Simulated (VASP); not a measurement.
# Si2N (Pn-3m) in VASP: a series of runs

Si2N is run at these levels: PBE; tasks: single point, relaxation of cell and atoms.

Everything below comes from runs of VASP 6.6.1. Logs are shortened: lines on timing, memory, paths and dates and some standing lists are left out, and cuts for length are marked.

**1. The cell of the first run**

Symmetry: Pn-3m, No. 224, cubic system. The conventional cell has a = 4.200 Å, b = 4.200 Å, c = 4.200 Å, α = 90.00°, β = 90.00°, γ = 90.00°. Within 2.4 Å of Si (site symmetry -3m) lie 2 N at 1.82 Å. Within 2.4 Å of N (site symmetry -43m) lie 4 Si at 1.82 Å.

**2. Single point, PBE**

INCAR reads:

```
ALGO = Normal ; EDIFF = 1E-6
ENCUT = 520 ; GGA = PE
ISIF = 2 ; ISMEAR = 0
LASPH = T ; LCHARG = T
LELF = T ; LREAL = F
LVHAR = T ; LWAVE = F
NBANDS = 22 ; NELM = 80
PREC = Accurate ; SIGMA = 0.1
```

KPOINTS reads:

```
k-points
0
Gamma
  4 4 4
```

POSCAR reads:

```
Si2N
1.0
    4.2001186323      0.0000000000      0.0000000000
    0.0000000000      4.2001186323      0.0000000000
    0.0000000000      0.0000000000      4.2001186323
Si N
4 2
Direct
    0.2500000000      0.2500000000      0.2500000000
    0.2500000000      0.7500000000      0.7500000000
    0.7500000000      0.7500000000      0.2500000000
    0.7500000000      0.2500000000      0.7500000000
    0.0000000000      0.0000000000      0.0000000000
    0.5000000000      0.5000000000      0.5000000000
```

Potentials or basis: VASP PAW PBE potentials, release 64 (Si, N).

Started as:

```sh
> cat potpaw_PBE.64/Si/POTCAR potpaw_PBE.64/N/POTCAR > POTCAR
> mpirun -np 1 vasp_std > vasp.out
```

OUTCAR:

```text
EDIFF = 1E-6
   ENCUT = 520
   GGA = PE
   ISIF = 2
   ISMEAR = 0
   LASPH = T
   LREAL = F
   NELM = 80
   PREC = Accurate

 ion  position               nearest neighbor table
   1  0.250  0.250  0.250-   5 1.82   6 1.82   4 2.97   2 2.97   3 2.97   2 2.97   4 2.97   2 2.97
                             3 2.97   2 2.97   3 2.97   4 2.97   4 2.97   3 2.97
   2  0.250  0.750  0.750-   5 1.82   6 1.82   4 2.97   1 2.97   3 2.97   1 2.97   3 2.97   1 2.97
                             4 2.97   1 2.97   3 2.97   4 2.97   3 2.97   4 2.97
   3  0.750  0.750  0.250-   5 1.82   6 1.82   4 2.97   1 2.97   2 2.97   2 2.97   4 2.97   1 2.97
                             4 2.97   4 2.97   1 2.97   2 2.97   2 2.97   1 2.97
   4  0.750  0.250  0.750-   5 1.82   6 1.82   3 2.97   1 2.97   2 2.97   1 2.97   3 2.97   2 2.97
                             3 2.97   3 2.97   1 2.97   2 2.97   1 2.97   2 2.97
   5  0.000  0.000  0.000-   1 1.82   2 1.82   3 1.82   4 1.82
   6  0.500  0.500  0.500-   1 1.82   2 1.82   3 1.82   4 1.82

  LATTYP: Found a simple cubic cell.
 ALAT       =     4.2001186323

  Lattice vectors:

 A1 = (   4.2001186323,   0.0000000000,   0.0000000000)
 A2 = (   0.0000000000,   4.2001186323,   0.0000000000)
 A3 = (   0.0000000000,   0.0000000000,   4.2001186323)

Analysis of symmetry for initial positions (statically):
=====================================================================
 Subroutine PRICEL returns:
 Original cell was already a primitive cell.

 Routine SETGRP: Setting up the symmetry group for a
 simple cubic supercell.

 Subroutine GETGRP returns: Found 48 space group operations
 (whereof 24 operations were pure point group operations)
 out of a pool of 48 trial point group operations.

The static configuration has the point symmetry T_d .
 The point group associated with its full space group is O_h .

Analysis of symmetry for dynamics (positions and initial velocities):
=====================================================================
 Subroutine PRICEL returns:
 Original cell was already a primitive cell.

 Routine SETGRP: Setting up the symmetry group for a
 simple cubic supercell.

 Subroutine GETGRP returns: Found 48 space group operations
 (whereof 24 operations were pure point group operations)
 out of a pool of 48 trial point group operations.

The dynamic configuration has the point symmetry T_d .
 The point group associated with its full space group is O_h .

 Subroutine INISYM returns: Found 48 space group operations
 (whereof 24 operations are pure point group operations),
 and found     1 'primitive' translations

----------------------------------------------------------------------------------------

                                     Primitive cell

  volume of cell :      74.0943

  direct lattice vectors                    reciprocal lattice vectors
     4.200118632  0.000000000  0.000000000     0.238088513  0.000000000  0.000000000
     0.000000000  4.200118632  0.000000000     0.000000000  0.238088513  0.000000000
     0.000000000  0.000000000  4.200118632     0.000000000  0.000000000  0.238088513

  length of vectors
     4.200118632  4.200118632  4.200118632     0.238088513  0.238088513  0.238088513

  position of ions in fractional coordinates (direct lattice)
     0.250000000  0.250000000  0.250000000
     0.250000000  0.750000000  0.750000000
     0.750000000  0.750000000  0.250000000
     0.750000000  0.250000000  0.750000000
     0.000000000  0.000000000  0.000000000
     0.500000000  0.500000000  0.500000000

  ion indices of the primitive-cell ions
   primitive index   ion index
                 1           1
                 2           2
                 3           3
                 4           4
                 5           5
                 6           6

----------------------------------------------------------------------------------------

 KPOINTS: k-points

Automatic generation of k-mesh.
 Grid dimensions read from file:
 generate k-points for:    4    4    4

 Generating k-lattice:

  Cartesian coordinates                     Fractional coordinates (reciprocal lattice)
     0.059522128  0.000000000  0.000000000     0.250000000  0.000000000  0.000000000
     0.000000000  0.059522128  0.000000000     0.000000000  0.250000000  0.000000000
     0.000000000  0.000000000  0.059522128     0.000000000  0.000000000  0.250000000

  Length of vectors
     0.059522128  0.059522128  0.059522128

  Shift w.r.t. Gamma in fractional coordinates (k-lattice)
     0.000000000  0.000000000  0.000000000

 Subroutine IBZKPT returns following result:
 ===========================================

 Found     10 irreducible k-points:

 Following reciprocal coordinates:
            Coordinates               Weight
  0.000000  0.000000  0.000000      1.000000
  0.250000  0.000000  0.000000      6.000000
  0.500000  0.000000  0.000000      3.000000
  0.250000  0.250000  0.000000     12.000000
[... 25 lines left out ...]
   LREAL  =      F    real-space projection
   EDIFFG = 0.1E-04   stopping-criterion for IOM
   NSW    =      0    number of steps for IOM
   IBRION =     -1    ionic relax: 0-MD 1-quasi-New 2-CG
   NFREE  =      0    steps in history (QN), initial steepest desc. (CG)
   ISIF   =      2    stress and relaxation
   ISYM   =      2    0-nonsym 1-usesym 2-fastsym
   POTIM  = 0.5000    time-step for ionic-motion
   TEBEG  =    0.0;   TEEND  =   0.0 temperature during run
   PSTRESS=    0.0 pullay stress
   NELECT =      26.0000    total number of electrons
   NUPDOWN=      -1.0000    fix difference up-down
   EMIN   =  10.00;   EMAX   =-10.00  energy-range for DOS
   EFERMI =   0.00;   METHOD = LEGACY
   ISMEAR =     0;   SIGMA  =   0.10  broadening in eV -4-tet -1-fermi 0-gaus
   EFERMI_NEDOS =   21; number of points for ismear=-14 and -15
   IALGO  =     38    algorithm
   IMIX   =      4    mixing-type and parameters
     AMIX     =   0.40;   BMIX     =  1.00
     AMIX_MAG =   1.60;   BMIX_MAG =  1.00
  volume/ion in A,a.u.               =      12.35        83.34
  Fermi-wavevector in a.u.,A,eV,Ry     =   1.154705  2.182076 18.141242  1.333344
  Thomas-Fermi vector in A             =   2.291339
   LORBIT       =      0    0 simple, 1 ext, 2 COOP (PROOUT), +10 PAW based schemes
   GGA     = PE    functional components
   LHFCALC =     F    Hartree Fock is set to
   AEXX    =    0.0000 exact exchange contribution
   IVDW    =     0    specifies the selected vdW correction
   LEPSILON=     F    determine dielectric tensor
   LRPA    =     F    only Hartree local field effects (RPA)
 non-spin polarized calculation
 Gauss-broadening in eV      SIGMA  =   0.10
  energy-cutoff  :      520.00
  volume of cell :       74.09
 maximum number of plane-waves:      2012
 NGX is ok and might be reduce to    32
   NGX = 15   NGY = 15   NGZ = 15

 number of electron      25.9999994 magnetization

 Free energy of the ion-electron system (eV)
  ---------------------------------------------------
  ext. energy  EPLUGINS =         0.00000000
  ---------------------------------------------------
  free energy    TOTEN  =       -35.14014817 eV

  energy without entropy =      -35.10573095  energy(sigma->0) =      -35.12293956

 E-fermi :   8.8384     XC(G=0): -11.1228

 val. band max:        8.7397454037   @ k =   0.5000   0.5000   0.2500
 cond. band min:       8.8659767668   @ k =   0.5000   0.2500   0.0000
 fundamental gap:      0.1262313631
 Fermi energy:         8.8383585995

 k-point     1 :       0.0000    0.0000    0.0000
  band No.  band energies     occupation
      1      -9.6962      2.00000
      2      -8.1105      2.00000
      3       0.1568      2.00000
      4       0.1568      2.00000
      5       0.1568      2.00000
      6       2.2449      2.00000
[... 14 lines left out ...]
     21      13.9448      0.00000
     22      13.9448      0.00000

 k-point     2 :       0.2500    0.0000    0.0000
  band No.  band energies     occupation
      1      -9.4478      2.00000
      2      -8.3015      2.00000
      3      -0.4892      2.00000
      4       0.4141      2.00000
      5       0.4141      2.00000
      6       0.4943      2.00000
[... 14 lines left out ...]
     21      15.6291      0.00000
     22      15.6291      0.00000
[... 173 lines left out ...]
     21      16.1575      0.00000
     22      17.4163      0.00000

 k-point    10 :       0.5000    0.5000    0.5000
  band No.  band energies     occupation
      1      -8.6813      2.00000
      2      -8.3480      2.00000
      3      -0.7675      2.00000
      4      -0.7675      2.00000
      5      -0.7675      2.00000
      6       0.4333      2.00000
[... 14 lines left out ...]
     21      15.2175      0.00000
     22      17.6841      0.00000

------------------------ aborting loop because EDIFF is reached ----------------------------------------

  FORCE on cell =-STRESS in cart. coord.  units (eV):
  Direction    XX          YY          ZZ          XY          YZ          ZX
  --------------------------------------------------------------------------------------
  -------------------------------------------------------------------------------------
  Total       -0.1061002     -0.1061002     -0.1061002      0.0000000      0.0000000      0.0000000
  in kB       -2.2942573     -2.2942573     -2.2942573      0.0000000      0.0000000      0.0000000
  external PRESSURE =      -2.2942573 kB  Pullay stress =       0.0000000 kB

 VOLUME and BASIS-vectors are now :
 -----------------------------------------------------------------------------
  energy-cutoff  :      520.00
  volume of cell :       74.09
      direct lattice vectors                 reciprocal lattice vectors
     4.200118632  0.000000000  0.000000000     0.238088513  0.000000000  0.000000000
     0.000000000  4.200118632  0.000000000     0.000000000  0.238088513  0.000000000
     0.000000000  0.000000000  4.200118632     0.000000000  0.000000000  0.238088513

 POSITION                                       TOTAL-FORCE (eV/Angst)
 -----------------------------------------------------------------------------------
      1.05003      1.05003      1.05003         0.000000     -0.000000     -0.000000
      1.05003      3.15009      3.15009        -0.000000     -0.000000      0.000000
      3.15009      3.15009      1.05003        -0.000000      0.000000     -0.000000
      3.15009      1.05003      3.15009         0.000000      0.000000      0.000000
      0.00000      0.00000      0.00000         0.000000     -0.000000     -0.000000
      2.10006      2.10006      2.10006         0.000000      0.000000     -0.000000
 -----------------------------------------------------------------------------------
    total drift:                               -0.000000      0.000000     -0.000000

  FREE ENERGIE OF THE ION-ELECTRON SYSTEM (eV)
  ---------------------------------------------------
  free  energy   TOTEN  =       -35.1401481664 eV

  energy  without entropy=      -35.1057309549  energy(sigma->0) =      -35.12293956
```

Run time: 7 s. Hardware: 1 thread of Intel Xeon 6975P-C (Granite Rapids), shared host; peak memory 0.16 GiB.

Results:

- Free energy: -35.1401 eV
- Pressure: -0.2 GPa
- Band gap on the k mesh: zero (band 13 reaches 11.14 eV, above the bottom of band 14 at 7.93 eV)

Caveat: the k points lie up to 0.37 Å⁻¹ apart.

**3. Single point, PBE**

This run uses another cell than the first one, of 13.87 Å³/atom, 1.123 times its volume.

INCAR reads:

```
PREC = Accurate
ENCUT = 520
EDIFF = 1E-6
ISMEAR = 0
SIGMA = 0.1
LREAL = False
LASPH = True
NELM = 60
ALGO = Normal
ISIF = 2
LWAVE = False
LCHARG = False
GGA = PE
NBANDS = 22
```

KPOINTS reads:

```
Automatic mesh
0
Gamma
  4 4 4
```

POSCAR: that of step 2 with these lines changed.

```diff
@@ -2,5 +2,5 @@
 1.0
-    4.2001186323      0.0000000000      0.0000000000
-    0.0000000000      4.2001186323      0.0000000000
-    0.0000000000      0.0000000000      4.2001186323
+    4.3657926477      0.0000000000      0.0000000000
+    0.0000000000      4.3657926477      0.0000000000
+    0.0000000000      0.0000000000      4.3657926477
 Si N
```

Potentials or basis: VASP PAW PBE potentials, release 64 (Si, N).

Started as:

```sh
> cat potpaw_PBE.64/Si/POTCAR potpaw_PBE.64/N/POTCAR > POTCAR
> mpirun -np 1 vasp_std > vasp.out
```

Wall time 6.6 s (1 thread of Intel Xeon 6975P-C (Granite Rapids), shared host); peak memory 0.16 GiB.

The run converged. Its results:

```
Free energy            : -34.7841 eV
Pressure               : -10.9 GPa
Band gap on the k mesh : zero (band 13 reaches 9.15 eV, above the bottom of band 14 at 6.63 eV)
```

Levels at points of the mesh, in eV from the Fermi level:
| k point | band 8 | band 9 | band 10 | band 11 | band 12 | band 13 | band 14 | band 15 | band 16 | band 17 |
| --- | --- | --- | --- | --- | --- | --- | --- | --- | --- | --- |
| (0.00, 0.00, 0.00) | -5.68 | -5.68 | -3.84 | -3.84 | 1.82 | 1.82 | 1.82 | 2.30 | 2.30 | 2.30 |
| (0.50, 0.00, 0.00) | -6.19 | -2.13 | -2.13 | -2.05 | -2.05 | 0.40 | 0.40 | 1.60 | 1.60 | 2.21 |
| (0.50, 0.50, 0.00) | -5.85 | -3.88 | -3.88 | -0.73 | -0.73 | 0.25 | 0.25 | 1.92 | 1.92 | 3.80 |
| (0.50, 0.50, 0.50) | -7.48 | -0.89 | -0.89 | -0.89 | -0.30 | -0.30 | -0.30 | 0.70 | 5.25 | 5.29 |

**4. Relaxation of cell and atoms, PBE**

This run uses another cell than the first one, of 13.87 Å³/atom, 1.123 times its volume.

INCAR reads:

```
  PREC = Accurate
  ENCUT = 600
  EDIFF = 1E-6
  ISMEAR = 0
  SIGMA = 0.1
  LREAL = F
  LASPH = T
  NELM = 80
  ALGO = Normal
  ISIF = 3
  LWAVE = F
  LCHARG = F
  GGA = PE
  IBRION = 2
  NSW = 90
  EDIFFG = -0.04
```

KPOINTS reads:

```
regular mesh
0
Gamma
  4 4 4
```

POSCAR is that of step 3.

Started as:

```sh
> cat potpaw_PBE.64/Si/POTCAR potpaw_PBE.64/N/POTCAR > POTCAR
> mpirun -np 1 vasp_std > vasp.out
```

It took 22 s on 1 thread of Intel Xeon 6975P-C (Granite Rapids), shared host; peak memory 0.2 GiB.

It converged, with:

| Property | Result |
| --- | --- |
| Free energy | -35.1513 eV |
| Relaxed volume | 12.33 Å³/atom |
| Relaxed cell | a = 4.198 Å, b = 4.198 Å, c = 4.198 Å, α = 90.00°, β = 90.00°, γ = 90.00° |
| Space group after relaxing (to 0.05 Å) | Pn-3m (No. 224) |
| Energy gained by relaxing | 60.6 meV/atom |
| Ionic steps | 3 |
| Pressure after relaxing | -0.1 GPa |
| Band gap on the k mesh | zero (band 13 reaches 11.17 eV, above the bottom of band 14 at 7.95 eV) |

The path:
| step | energy change (eV) | largest force (eV/Å) | pressure (GPa) | volume (Å³) |
| --- | --- | --- | --- | --- |
| 1 | 0.0000 | 0.0000 | -10.94 | 83.21 |
| 2 | -0.3474 | 0.0000 | 3.27 | 72.32 |
| 3 | -0.3636 | 0.0000 | -0.07 | 73.97 |

Final structure:
```
Si N
1.0
     4.19782    0.00000    0.00000
     0.00000    4.19782    0.00000
     0.00000    0.00000    4.19782
Si N
4 2
Direct
  0.25000 0.25000 0.25000
  0.25000 0.75000 0.75000
  0.75000 0.75000 0.25000
  0.75000 0.25000 0.75000
  0.00000 0.00000 0.00000
  0.50000 0.50000 0.50000
```

Levels at points of the mesh, in eV from the Fermi level:
```tsv
k point	band 9	band 10	band 11	band 12	band 13	band 14	band 15	band 16
(0.00, 0.00, 0.00)	-6.29	-4.52	-4.52	2.31	2.31	2.31	2.39	2.39
(0.50, 0.00, 0.00)	-2.58	-2.58	-2.37	-2.37	0.59	0.59	1.46	1.46
(0.50, 0.50, 0.00)	-4.30	-4.30	-0.80	-0.80	0.15	0.15	1.87	1.87
(0.50, 0.50, 0.50)	-1.07	-1.07	-1.07	-0.43	-0.43	-0.43	1.89	5.79
```

**5. Single point, PBE**

INCAR reads:

```
SYSTEM = Si2N
PREC = Accurate
ENCUT = 520
EDIFF = 1E-6
ISMEAR = 0
SIGMA = 0.1
LREAL = .False.
LASPH = .True.
NELM = 80
ALGO = Normal
ISIF = 2
LWAVE = .False.
LCHARG = .False.
GGA = PE
NBANDS = 22
```

KPOINTS reads:

```
Automatic mesh
0
Gamma
  10 10 10
  0 0 0
```

POSCAR: that of step 4 with these lines changed.

```diff
@@ -2,5 +2,5 @@
 1.0
-    4.3657926477      0.0000000000      0.0000000000
-    0.0000000000      4.3657926477      0.0000000000
-    0.0000000000      0.0000000000      4.3657926477
+    4.2027043642      0.0000000000      0.0000000000
+    0.0000000000      4.2027043642      0.0000000000
+    0.0000000000      0.0000000000      4.2027043642
 Si N
```

Started as:

```sh
> cat potpaw_PBE.64/Si/POTCAR potpaw_PBE.64/N/POTCAR > POTCAR
> mpirun -np 1 vasp_std > vasp.out
```

Run time: 31 s. Hardware: 1 thread of Intel Xeon 6975P-C (Granite Rapids), shared host; peak memory 0.2 GiB.

The run converged. Its results:

```yaml
Free_energy: -35.1542 eV
Pressure: 0.0 GPa
Band_gap_on_the_k_mesh: zero (band 13 reaches 11.10 eV, above the bottom of band 14 at 7.87 eV)
```

Levels at points of the mesh, in eV from the Fermi level:
```csv
k point,band 11,band 12,band 13,band 14,band 15,band 16
"(0.00, 0.00, 0.00)",-4.40,2.39,2.39,2.39,2.48,2.48
"(0.50, 0.00, 0.00)",-2.26,-2.26,0.69,0.69,1.57,1.57
"(0.50, 0.50, 0.00)",-0.70,-0.70,0.25,0.25,1.97,1.97
"(0.50, 0.50, 0.50)",-0.96,-0.33,-0.33,-0.33,1.96,5.87
```

**6. Relaxation of cell and atoms, PBE**

INCAR reads:

```
SYSTEM = Si2N
ALGO = Normal ; EDIFF = 1E-7
EDIFFG = -0.01 ; ENCUT = 600
GGA = PE ; IBRION = 2
ISIF = 3 ; ISMEAR = 0
LASPH = .True. ; LCHARG = .False.
LREAL = .False. ; LWAVE = .False.
NELM = 100 ; NSW = 100
PREC = Accurate ; SIGMA = 0.1
```

KPOINTS reads:

```
k-points
0
Gamma
  10 10 10
  0 0 0
```

POSCAR: that of step 5 with these lines changed.

```diff
@@ -2,5 +2,5 @@
 1.0
-    4.2027043642      0.0000000000      0.0000000000
-    0.0000000000      4.2027043642      0.0000000000
-    0.0000000000      0.0000000000      4.2027043642
+    4.2001186323      0.0000000000      0.0000000000
+    0.0000000000      4.2001186323      0.0000000000
+    0.0000000000      0.0000000000      4.2001186323
 Si N
```

Potentials or basis: VASP PAW PBE potentials, release 64 (Si, N).

Started as:

```sh
> cat potpaw_PBE.64/Si/POTCAR potpaw_PBE.64/N/POTCAR > POTCAR
> mpirun -np 1 vasp_std > vasp.out
```

Run time: 68 s. Hardware: 1 thread of Intel Xeon 6975P-C (Granite Rapids), shared host; peak memory 0.23 GiB.

Results (log left out):

* Free energy: -35.1577 eV
* Relaxed volume: 12.37 Å³/atom
* Relaxed cell: a = 4.203 Å, b = 4.203 Å, c = 4.203 Å, α = 90.00°, β = 90.00°, γ = 90.00°
* Space group after relaxing (to 0.05 Å): Pn-3m (No. 224)
* Energy gained by relaxing: 0.0 meV/atom
* Ionic steps: 2
* Pressure after relaxing: -0.1 GPa
* Band gap on the k mesh: zero (band 13 reaches 11.10 eV, above the bottom of band 14 at 7.87 eV)

Final structure:
```
CELL_PARAMETERS angstrom
4.20279 0.00000 0.00000
0.00000 4.20279 0.00000
0.00000 0.00000 4.20279
ATOMIC_POSITIONS crystal
Si 0.25000 0.25000 0.25000
Si 0.25000 0.75000 0.75000
Si 0.75000 0.75000 0.25000
Si 0.75000 0.25000 0.75000
N 0.00000 0.00000 0.00000
N 0.50000 0.50000 0.50000
```

Levels at points of the mesh, in eV from the Fermi level:
| k point | band 9 | band 10 | band 11 | band 12 | band 13 | band 14 | band 15 | band 16 | band 17 |
| --- | --- | --- | --- | --- | --- | --- | --- | --- | --- |
| (0.00, 0.00, 0.00) | -6.17 | -4.40 | -4.40 | 2.39 | 2.39 | 2.39 | 2.48 | 2.48 | 2.48 |
| (0.50, 0.00, 0.00) | -2.46 | -2.46 | -2.26 | -2.26 | 0.69 | 0.69 | 1.57 | 1.57 | 2.69 |
| (0.50, 0.50, 0.00) | -4.19 | -4.19 | -0.70 | -0.70 | 0.25 | 0.25 | 1.97 | 1.97 | 4.59 |
| (0.50, 0.50, 0.50) | -0.96 | -0.96 | -0.96 | -0.33 | -0.33 | -0.33 | 1.95 | 5.87 | 5.89 |

**7. Summary**

| task | cell | k mesh | cutoff (eV) | gap on the mesh (eV) | pressure (GPa) | relaxed volume (Å³/atom) |
| --- | --- | --- | --- | --- | --- | --- |
| single point | a = 4.200 Å, 6 atoms | 4 × 4 × 4 | 520 | none | -0.2 | - |
| single point | a = 4.366 Å, 6 atoms | 4 × 4 × 4 | 520 | none | -10.9 | - |
| relaxation of cell and atoms | relaxed from a = 4.366 Å, 6 atoms | 4 × 4 × 4 | 600 | none | -0.1 | 12.33 |
| single point | a = 4.203 Å, 6 atoms | 10 × 10 × 10 | 520 | none | 0.0 | - |
| relaxation of cell and atoms | relaxed from a = 4.200 Å, 6 atoms | 10 × 10 × 10 | 600 | none | -0.1 | 12.37 |

Alike in all rows: level PBE; potentials or basis VASP PAW PBE potentials, release 64 (Si, N); no spin polarisation; smearing gaussian 0.1 eV.

Caveats: some runs use coarse meshes.

Total energies depend on the potentials used, so only differences within one code and one set of settings carry meaning.
